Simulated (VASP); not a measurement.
# H3CCl: single point with LDA

The system is H3CCl.

```xyz
40
Lattice="8.7171 0.0000 0.0000 0.0000 8.7171 0.0000 0.0000 0.0000 8.7171" Properties=species:S:1:pos:R:3 pbc="T T T"
C     0.0200    4.4795    0.5298
C     2.7337    7.2050    6.6608
C     6.2575    8.8104    4.5110
C     3.3923    2.8568    8.0599
C     5.6492    4.2432    5.9429
C     4.6745    4.4803    1.8680
C     2.7282    1.4039    4.9566
C     0.6386    7.9954    1.3609
Cl    0.7398    3.7828    2.0260
Cl    2.3684    5.4546    6.4158
Cl    5.5347    8.9172    6.1220
Cl    3.0550    1.1789    8.6884
Cl    6.1694    5.7862    6.7875
Cl    6.1393    3.6174    2.6911
Cl    3.0014    0.4007    3.4676
Cl    2.1568    7.0433    1.2838
H    -1.0341    4.4555    0.6233
H     0.5023    5.4186    0.2476
H     0.1049    3.7597   -0.3130
H     3.7975    7.2696    7.0337
H     2.9109    7.5199    5.5699
H     2.0270    7.7556    7.3066
H     5.4508    9.0978    3.8086
H     7.0135    9.6542    4.5620
H     6.5909    7.8091    4.3812
H     2.8531    3.6256    8.6921
H     4.4558    3.0044    8.0427
H     3.0448    2.8633    7.0774
H     4.6453    4.3420    5.4049
H     6.4080    3.7521    5.3123
H     5.4940    3.4229    6.6821
H     5.1035    4.8685    0.8509
H     3.9499    3.7181    1.7357
H     4.3506    5.2838    2.5551
H     2.8786    0.7652    5.8032
H     3.4420    2.2242    4.8208
H     1.6747    1.6172    5.0750
H    -0.1305    7.6526    0.5235
H     0.1038    8.0475    2.3479
H     0.8728    9.0810    1.1220
```

- Program: VASP 6.6.1
- Task: single point
- Functional: LDA
- Potentials or basis: VASP PAW LDA potentials, release 64 (C, Cl, H)
- Cutoff: 520 eV
- k mesh: 1 × 1 × 1
- Occupations: fermi-dirac, width 0.02 eV
- Spin: no spin polarisation

| Quantity | Value |
| --- | --- |
| Pressure | -1.6 GPa |
| Largest force | 2.965 eV/Å |
| Band gap on the k mesh | 4.93 eV |

Forces on the atoms (eV/Å):
```
C    1.080 -1.463 -0.412
C    1.887 -0.469 -1.722
C   -0.322  2.534  0.518
C   -0.829 -0.503  2.398
C   -0.739 -0.637  0.510
C    2.833  0.757 -0.439
C    0.203 -0.613 -1.362
C   -1.309  0.861 -1.422
Cl  -0.140  0.349 -0.845
Cl  -0.212  0.474  0.518
Cl  -0.131  0.073  0.465
Cl   0.277  0.885 -0.249
Cl  -0.487 -1.453 -0.920
Cl  -1.166  0.713 -0.825
Cl  -0.471  0.334  0.748
Cl  -1.006  0.474  0.176
H   -1.522  0.742  0.738
H   -0.050  0.215  0.234
H    0.747  0.041  0.237
H   -0.908 -0.171  0.279
H   -0.855  0.242  1.258
H   -0.024 -0.296 -0.373
H    0.280 -0.218 -0.042
H   -0.231 -1.181 -0.580
H    0.719 -0.962 -0.277
H    0.411 -0.748 -0.504
H    0.746  0.080  0.328
H   -0.819  0.160 -1.953
H    1.204  0.426  0.492
H    0.207  0.974 -0.328
H   -0.043  0.630  0.201
H   -0.815 -0.472  1.608
H   -0.999 -0.864 -0.136
H    0.079 -0.149 -0.264
H    0.968 -0.476  0.846
H   -0.290  0.262  0.509
H   -0.603  0.798 -0.639
H    1.483  0.266  1.524
H    0.700 -0.674 -0.407
H    0.146 -0.939  0.113
```

Stress tensor (GPa, compression positive):
```
-1.06  0.10 -0.12
 0.10 -2.14 -0.44
-0.12 -0.44 -1.66
```

Levels at points of the mesh, in eV from the valence-band top:
| k point | band 53 | band 54 | band 55 | band 56 | band 57 | band 58 | band 59 | band 60 |
| --- | --- | --- | --- | --- | --- | --- | --- | --- |
| (0.00, 0.00, 0.00) | -0.17 | -0.17 | -0.05 | 0.00 | 4.93 | 5.22 | 5.30 | 5.60 |

Wall time 2.6 min on 1 thread of Intel(R) Xeon(R) Platinum 8259CL CPU @ 2.50GHz (Skylake/Cascade Lake), on a shared host, peak memory 0.49 GiB.

Caveat: the k points lie up to 0.72 Å⁻¹ apart.
